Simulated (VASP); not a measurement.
# Hf2Ti2Ge3 (P4/mmm) in VASP: notebook

Hf2Ti2Ge3 is run at these levels: PBE; tasks: single point.

All numbers are computed with VASP 6.6.1; they aren't measurements. Logs are shortened: lines on timing, memory, paths and dates and some standing lists are left out, and cuts for length are marked.

## Step 1: The cell of the first run

Symmetry: P4/mmm, No. 123, tetragonal system. The conventional cell has a = 5.233 Å, b = 5.233 Å, c = 7.258 Å, α = 90.00°, β = 90.00°, γ = 90.00°. Within 3.3 Å of Hf (site symmetry 4/mmm) lie 2 Ge at 2.48 Å and 4 Ti at 2.62 Å. Within 3.8 Å of Hf (site symmetry 4/mmm) lie 4 Ti at 2.62 Å and 2 Ge at 3.63 Å and 4 Hf at 3.70 Å. Within 3.8 Å of Ti (site symmetry mmm) lie 4 Hf at 2.62 Å and 4 Ge at 3.61 Å and 4 Ti at 3.70 Å. Ge (site symmetry 4mm) has 1 Ge at 2.29 Å and 1 Hf at 2.48 Å within 3.0 Å. Ge (site symmetry 4/mmm) has 2 Hf at 3.63 Å and 8 Ge at 3.87 Å and 8 Ti at 4.47 Å within 4.8 Å.

The cell was generated, and may not be a known phase.

## Step 2: Single point, PBE

Contents of INCAR:

```
SYSTEM = Hf2Ti2Ge3
  PREC = Accurate
  ENCUT = 620
  EDIFF = 1E-6
  ISMEAR = 0
  SIGMA = 0.2
  LREAL = .False.
  LASPH = .True.
  NELM = 300
  ALGO = All
  ISIF = 2
  LWAVE = .False.
  LCHARG = .False.
  GGA = PE
  NBANDS = 52
  GGA_COMPAT = .False.
  ISEARCH = 1
  KPAR = 4
```

Contents of KPOINTS:

```
regular mesh
0
Gamma
  4 4 3
  0 0 0
```

Contents of POSCAR:

```
Hf2Ti2Ge3
1.0
    5.2327863540      0.0000000000      0.0000000000
    0.0000000000      5.2327863540      0.0000000000
    0.0000000000      0.0000000000      7.2583903939
Hf Ti Ge
2 2 3
Direct
    0.0000000000      0.0000000000      0.5000000000
    0.5000000000      0.5000000000      0.5000000000
    0.0000000000      0.5000000000      0.5000000000
    0.5000000000      0.0000000000      0.5000000000
    0.0000000000      0.0000000000      0.1577628025
    0.0000000000      0.0000000000      0.8422371975
    0.5000000000      0.5000000000      0.0000000000
```

Potentials or basis: VASP PAW PBE potentials, release 64 (Hf_pv, Ti_sv, Ge_d).

The run is started by

```
$ cat potpaw_PBE.64/Hf_pv/POTCAR potpaw_PBE.64/Ti_sv/POTCAR potpaw_PBE.64/Ge_d/POTCAR > POTCAR
$ mpirun -np 4 vasp_std > vasp.out
```

OUTCAR:

```text
SYSTEM = Hf2Ti2Ge3
   PREC = Accurate
   ENCUT = 620
   EDIFF = 1E-6
   ISMEAR = 0
   LREAL = .False.
   LASPH = .True.
   NELM = 300
   ISIF = 2
   GGA = PE

 ion  position               nearest neighbor table
   1  0.000  0.000  0.500-   5 2.48   6 2.48   3 2.62   4 2.62   3 2.62   4 2.62   2 3.70   2 3.70
                             2 3.70   2 3.70
   2  0.500  0.500  0.500-   3 2.62   4 2.62   4 2.62   3 2.62   1 3.70   1 3.70   1 3.70   1 3.70

   3  0.000  0.500  0.500-   1 2.62   2 2.62   1 2.62   2 2.62
   4  0.500  0.000  0.500-   1 2.62   2 2.62   2 2.62   1 2.62
   5  0.000  0.000  0.158-   6 2.29   1 2.48
   6  0.000  0.000  0.842-   5 2.29   1 2.48
   7  0.500  0.500  0.000-

  LATTYP: Found a simple tetragonal cell.
 ALAT       =     5.2327863540
 C/A-ratio  =     1.3870985557

  Lattice vectors:

 A1 = (   5.2327863540,   0.0000000000,   0.0000000000)
 A2 = (   0.0000000000,   5.2327863540,   0.0000000000)
 A3 = (   0.0000000000,   0.0000000000,   7.2583903939)

Analysis of symmetry for initial positions (statically):
=====================================================================
 Subroutine PRICEL returns:
 Original cell was already a primitive cell.

 Routine SETGRP: Setting up the symmetry group for a
 simple tetragonal supercell.

 Subroutine GETGRP returns: Found 16 space group operations
 (whereof 16 operations were pure point group operations)
 out of a pool of 16 trial point group operations.

The static configuration has the point symmetry D_4h.

Analysis of symmetry for dynamics (positions and initial velocities):
=====================================================================
 Subroutine PRICEL returns:
 Original cell was already a primitive cell.

 Routine SETGRP: Setting up the symmetry group for a
 simple tetragonal supercell.

 Subroutine GETGRP returns: Found 16 space group operations
 (whereof 16 operations were pure point group operations)
 out of a pool of 16 trial point group operations.

The dynamic configuration has the point symmetry D_4h.

 Subroutine INISYM returns: Found 16 space group operations
 (whereof 16 operations are pure point group operations),
 and found     1 'primitive' translations

----------------------------------------------------------------------------------------

                                     Primitive cell

  volume of cell :     198.7496

  direct lattice vectors                    reciprocal lattice vectors
     5.232786354  0.000000000  0.000000000     0.191102776  0.000000000  0.000000000
     0.000000000  5.232786354  0.000000000     0.000000000  0.191102776  0.000000000
     0.000000000  0.000000000  7.258390394     0.000000000  0.000000000  0.137771592

  length of vectors
     5.232786354  5.232786354  7.258390394     0.191102776  0.191102776  0.137771592

  position of ions in fractional coordinates (direct lattice)
     0.000000000  0.000000000  0.500000000
     0.500000000  0.500000000  0.500000000
     0.000000000  0.500000000  0.500000000
     0.500000000  0.000000000  0.500000000
     0.000000000  0.000000000  0.157762803
     0.000000000  0.000000000  0.842237197
     0.500000000  0.500000000  0.000000000

  ion indices of the primitive-cell ions
   primitive index   ion index
                 1           1
                 2           2
                 3           3
                 4           4
                 5           5
                 6           6
                 7           7

----------------------------------------------------------------------------------------

 KPOINTS: regular mesh

Automatic generation of k-mesh.
 Grid dimensions read from file:
 generate k-points for:    4    4    3

 Generating k-lattice:

  Cartesian coordinates                     Fractional coordinates (reciprocal lattice)
     0.047775694  0.000000000  0.000000000     0.250000000  0.000000000  0.000000000
     0.000000000  0.047775694  0.000000000     0.000000000  0.250000000  0.000000000
     0.000000000  0.000000000  0.045923864     0.000000000  0.000000000  0.333333333

  Length of vectors
     0.047775694  0.047775694  0.045923864

  Shift w.r.t. Gamma in fractional coordinates (k-lattice)
     0.000000000  0.000000000  0.000000000

 Subroutine IBZKPT returns following result:
 ===========================================

 Found     12 irreducible k-points:

 Following reciprocal coordinates:
            Coordinates               Weight
  0.000000  0.000000  0.000000      1.000000
  0.250000  0.000000  0.000000      4.000000
  0.500000  0.000000  0.000000      2.000000
  0.250000  0.250000  0.000000      4.000000
  0.500000  0.250000  0.000000      4.000000
  0.500000  0.500000  0.000000      1.000000
  0.000000  0.000000  0.333333      2.000000
  0.250000  0.000000  0.333333      8.000000
  0.500000  0.000000  0.333333      4.000000
  0.250000  0.250000  0.333333      8.000000
  0.500000  0.250000  0.333333      8.000000
  0.500000  0.500000  0.333333      2.000000
   k-points           NKPTS =     12   k-points in BZ     NKDIM =     12   number of bands    NBANDS=     52
   number of dos      NEDOS =    301   number of ions     NIONS =      7
   total plane-waves  NPLWV = 105840
   dimension x,y,z NGX =    42 NGY =   42 NGZ =   60
   dimension x,y,z NGXF=    84 NGYF=   84 NGZF=  120
   ions per type =               2   2   3
   NGX,Y,Z   is equivalent  to a cutoff of  13.34, 13.34, 13.74 a.u.
   NGXF,Y,Z  is equivalent  to a cutoff of  26.69, 26.69, 27.48 a.u.
 SYSTEM =  Hf2Ti2Ge3
   PREC   = accura    normal or accurate (medium, high low for compatibility)
   ISTART =      0    job   : 0-new  1-cont  2-samecut
   ICHARG =      2    charge: 1-file 2-atom 10-const
   ISPIN  =      1    spin polarized calculation?
   LNONCOLLINEAR =      F non collinear calculations
   LSORBIT =      F    spin-orbit coupling
   LASPH  =      T    aspherical Exc in radial PAW
   ENCUT  =  620.0 eV  45.57 Ry    6.75 a.u.  10.62 10.62 14.74*2*pi/ulx,y,z
   NELM   =    300;   NELMIN=  2; NELMDL= -5     # of ELM steps
   EDIFF  = 0.1E-05   stopping-criterion for ELM
   LREAL  =      F    real-space projection
   EDIFFG = 0.1E-04   stopping-criterion for IOM
   NSW    =      0    number of steps for IOM
   IBRION =     -1    ionic relax: 0-MD 1-quasi-New 2-CG
   NFREE  =      0    steps in history (QN), initial steepest desc. (CG)
   ISIF   =      2    stress and relaxation
   ISYM   =      2    0-nonsym 1-usesym 2-fastsym
   POTIM  = 0.5000    time-step for ionic-motion
   TEBEG  =    0.0;   TEEND  =   0.0 temperature during run
   PSTRESS=    0.0 pullay stress
   NELECT =      86.0000    total number of electrons
   NUPDOWN=      -1.0000    fix difference up-down
   EMIN   =  10.00;   EMAX   =-10.00  energy-range for DOS
   EFERMI =   0.00;   METHOD = LEGACY
   ISMEAR =     0;   SIGMA  =   0.20  broadening in eV -4-tet -1-fermi 0-gaus
   EFERMI_NEDOS =   21; number of points for ismear=-14 and -15
   IALGO  =     58    algorithm
   IMIX   =      4    mixing-type and parameters
     AMIX     =   0.40;   BMIX     =  1.00
     AMIX_MAG =   1.60;   BMIX_MAG =  1.00
  volume/ion in A,a.u.               =      28.39       191.60
  Fermi-wavevector in a.u.,A,eV,Ry     =   1.238242  2.339938 20.861042  1.533243
  Thomas-Fermi vector in A             =   2.372776
   LORBIT       =      0    0 simple, 1 ext, 2 COOP (PROOUT), +10 PAW based schemes
   GGA     = PE    functional components
   LHFCALC =     F    Hartree Fock is set to
   AEXX    =    0.0000 exact exchange contribution
   IVDW    =     0    specifies the selected vdW correction
   LEPSILON=     F    determine dielectric tensor
   LRPA    =     F    only Hartree local field effects (RPA)
 non-spin polarized calculation
 Gauss-broadening in eV      SIGMA  =   0.20
  energy-cutoff  :      620.00
  volume of cell :      198.75
 maximum number of plane-waves:      6977
   NGX = 21   NGY = 21   NGZ = 29

 number of electron      85.9999963 magnetization

 Free energy of the ion-electron system (eV)
  ---------------------------------------------------
  ext. energy  EPLUGINS =         0.00000000
  ---------------------------------------------------
  free energy    TOTEN  =       -40.65665653 eV

  energy without entropy =      -40.54941387  energy(sigma->0) =      -40.60303520

 E-fermi :   3.1355     XC(G=0):  -9.2387

 val. band max:        3.1318327449   @ k =   0.0000   0.0000   0.0000
 cond. band min:       3.1822908671   @ k =   0.5000   0.5000   0.3333
 fundamental gap:      0.0504581222
 Fermi energy:         3.1354955521

 k-point     1 :       0.0000    0.0000    0.0000
  band No.  band energies     occupation
      1     -53.6195      2.00000
      2     -53.6172      2.00000
      3     -30.0813      2.00000
      4     -30.0813      2.00000
      5     -30.0704      2.00000
      6     -30.0559      2.00000
[... 44 lines left out ...]
     51       5.8222      0.00000
     52       5.8304      0.00000

 k-point     2 :       0.2500    0.0000    0.0000
  band No.  band energies     occupation
      1     -53.6197      2.00000
      2     -53.6180      2.00000
      3     -30.0700      2.00000
      4     -30.0673      2.00000
      5     -30.0571      2.00000
      6     -30.0124      2.00000
[... 44 lines left out ...]
     51       4.9523      0.00000
     52       5.0165      0.00000

 k-point     3 :       0.5000    0.0000    0.0000
  band No.  band energies     occupation
      1     -53.6193      2.00000
      2     -53.6193      2.00000
      3     -30.0615      2.00000
      4     -30.0610      2.00000
      5     -30.0562      2.00000
      6     -29.9720      2.00000
[... 44 lines left out ...]
     51       4.5573      0.00000
     52       4.9322      0.00000

 k-point     4 :       0.2500    0.2500    0.0000
  band No.  band energies     occupation
      1     -53.6199      2.00000
      2     -53.6188      2.00000
      3     -30.0649      2.00000
      4     -30.0577      2.00000
      5     -30.0121      2.00000
      6     -29.9996      2.00000
[... 44 lines left out ...]
     51       4.8758      0.00000
     52       4.9485      0.00000

 k-point     5 :       0.5000    0.2500    0.0000
  band No.  band energies     occupation
      1     -53.6198      2.00000
      2     -53.6198      2.00000
      3     -30.0604      2.00000
      4     -30.0602      2.00000
      5     -30.0001      2.00000
      6     -29.9379      2.00000
[... 44 lines left out ...]
     51       4.6640      0.00000
     52       5.0059      0.00000

 k-point     6 :       0.5000    0.5000    0.0000
  band No.  band energies     occupation
      1     -53.6203      2.00000
      2     -53.6203      2.00000
      3     -30.0594      2.00000
      4     -30.0594      2.00000
      5     -29.9517      2.00000
      6     -29.9247      2.00000
[... 44 lines left out ...]
     51       4.7347      0.00000
     52       4.9833      0.00000

 k-point     7 :       0.0000    0.0000    0.3333
  band No.  band energies     occupation
      1     -53.6195      2.00000
      2     -53.6172      2.00000
      3     -30.0813      2.00000
      4     -30.0813      2.00000
      5     -30.0704      2.00000
      6     -30.0559      2.00000
[... 44 lines left out ...]
     51       5.3205      0.00000
     52       5.4491      0.00000

 k-point     8 :       0.2500    0.0000    0.3333
  band No.  band energies     occupation
      1     -53.6197      2.00000
      2     -53.6181      2.00000
      3     -30.0700      2.00000
      4     -30.0673      2.00000
      5     -30.0571      2.00000
      6     -30.0124      2.00000
[... 44 lines left out ...]
     51       4.9627      0.00000
     52       5.2962      0.00000

 k-point     9 :       0.5000    0.0000    0.3333
  band No.  band energies     occupation
      1     -53.6193      2.00000
      2     -53.6193      2.00000
      3     -30.0615      2.00000
      4     -30.0610      2.00000
      5     -30.0562      2.00000
      6     -29.9720      2.00000
[... 44 lines left out ...]
     51       4.8044      0.00000
     52       5.2398      0.00000

 k-point    10 :       0.2500    0.2500    0.3333
  band No.  band energies     occupation
      1     -53.6199      2.00000
      2     -53.6188      2.00000
      3     -30.0649      2.00000
      4     -30.0577      2.00000
      5     -30.0121      2.00000
      6     -29.9996      2.00000
[... 44 lines left out ...]
     51       4.8214      0.00000
     52       5.2733      0.00000

 k-point    11 :       0.5000    0.2500    0.3333
  band No.  band energies     occupation
      1     -53.6198      2.00000
      2     -53.6198      2.00000
      3     -30.0605      2.00000
      4     -30.0602      2.00000
      5     -30.0001      2.00000
      6     -29.9379      2.00000
[... 44 lines left out ...]
     51       4.8036      0.00000
     52       4.9685      0.00000

 k-point    12 :       0.5000    0.5000    0.3333
  band No.  band energies     occupation
      1     -53.6203      2.00000
      2     -53.6203      2.00000
      3     -30.0594      2.00000
      4     -30.0594      2.00000
      5     -29.9517      2.00000
      6     -29.9247      2.00000
[... 44 lines left out ...]
     51       4.7686      0.00000
     52       4.9871      0.00000

------------------------ aborting loop because EDIFF is reached ----------------------------------------

  FORCE on cell =-STRESS in cart. coord.  units (eV):
  Direction    XX          YY          ZZ          XY          YZ          ZX
  --------------------------------------------------------------------------------------
  -------------------------------------------------------------------------------------
  Total        0.4451493      0.4451493      0.0843571      0.0000000      0.0000000      0.0000000
  in kB        3.5884752      3.5884752      0.6800263      0.0000000      0.0000000      0.0000000
  external PRESSURE =       2.6189922 kB  Pullay stress =       0.0000000 kB

 VOLUME and BASIS-vectors are now :
 -----------------------------------------------------------------------------
  energy-cutoff  :      620.00
  volume of cell :      198.75
      direct lattice vectors                 reciprocal lattice vectors
     5.232786354  0.000000000  0.000000000     0.191102776  0.000000000  0.000000000
     0.000000000  5.232786354  0.000000000     0.000000000  0.191102776  0.000000000
     0.000000000  0.000000000  7.258390394     0.000000000  0.000000000  0.137771592

 POSITION                                       TOTAL-FORCE (eV/Angst)
 -----------------------------------------------------------------------------------
      0.00000      0.00000      3.62920         0.000000      0.000000      0.000000
      2.61639      2.61639      3.62920         0.000000      0.000000      0.000000
      0.00000      2.61639      3.62920         0.000000      0.000000      0.000000
      2.61639      0.00000      3.62920         0.000000      0.000000      0.000000
      0.00000      0.00000      1.14510         0.000000      0.000000     -0.008347
      0.00000      0.00000      6.11329        -0.000000     -0.000000      0.008347
      2.61639      2.61639      0.00000         0.000000      0.000000      0.000000
 -----------------------------------------------------------------------------------
    total drift:                                0.000000     -0.000000     -0.000000

  FREE ENERGIE OF THE ION-ELECTRON SYSTEM (eV)
  ---------------------------------------------------
  free  energy   TOTEN  =       -40.6566565270 eV

  energy  without entropy=      -40.5494078570  energy(sigma->0) =      -40.60303219
```

Run time: 2.7 min. Hardware: 4 MPI ranks of AMD EPYC 9R14 (Zen 4), shared host; peak memory 0.5 GiB.

What came out:

```yaml
Free_energy: -40.6567 eV
Pressure: 0.3 GPa
Largest_force: 0.008 eV/Å
Band_gap_on_the_k_mesh: zero (bands 43 and 44 overlap by 0.93 eV)
```

Forces on the atoms (eV/Å):
```
Hf   0.000  0.000  0.000
Hf   0.000  0.000  0.000
Ti   0.000  0.000  0.000
Ti   0.000  0.000  0.000
Ge   0.000  0.000 -0.008
Ge   0.000  0.000  0.008
Ge   0.000  0.000  0.000
```

Caveat: spin-orbit coupling is left out, which moves the levels of the heavy elements.

(Continued in part 2 of 2.)

The gap in the log of VASP goes by the Fermi energy; the results here count the filled bands.